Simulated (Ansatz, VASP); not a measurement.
Two plane-wave programs on SiHC

```
Si H C
1.0
     2.97161    0.00000    0.00000
     0.00000    2.97161    0.00000
     0.00000    0.00000    5.53071
Si H C
2 2 2
Direct
  0.00000 0.00000 0.75000
  0.00000 0.00000 0.25000
  0.50000 0.50000 0.00000
  0.50000 0.50000 0.50000
  0.50000 0.00000 0.50000
  0.00000 0.50000 0.00000
```

Change from the starting cell: species swapped into the TbCoC type (P4_2/mmc, No. 131).

Alike in both runs: functional PBE; k mesh 12 × 12 × 8; occupations gaussian, width 0.1 eV; no spin polarisation.

Ansatz relaxed the structure, and its values are those at the end. VASP's run is a single point on that final structure, the one shown.

|  | VASP | Ansatz |
| --- | --- | --- |
| version | VASP 6.6.1 | Ansatz 0.2.0 |
| potentials or method | VASP PAW PBE potentials, release 64 (Si, H, C), cutoff 520 eV | scalar-relativistic, plane waves, PAW |
| valence electrons in the cell | 18 | 18 |

|  | VASP | Ansatz | Ansatz less VASP |
| --- | --- | --- | --- |
| gap on the k mesh at the Fermi level (eV) | none | none | - |
| pressure (GPa) | 0.0 | 0.0 | +0.03 |

A gap of «none» marks a metal or a gap that the smearing closes. The functional is the same, so the differences come from potentials, cutoffs and numerics.
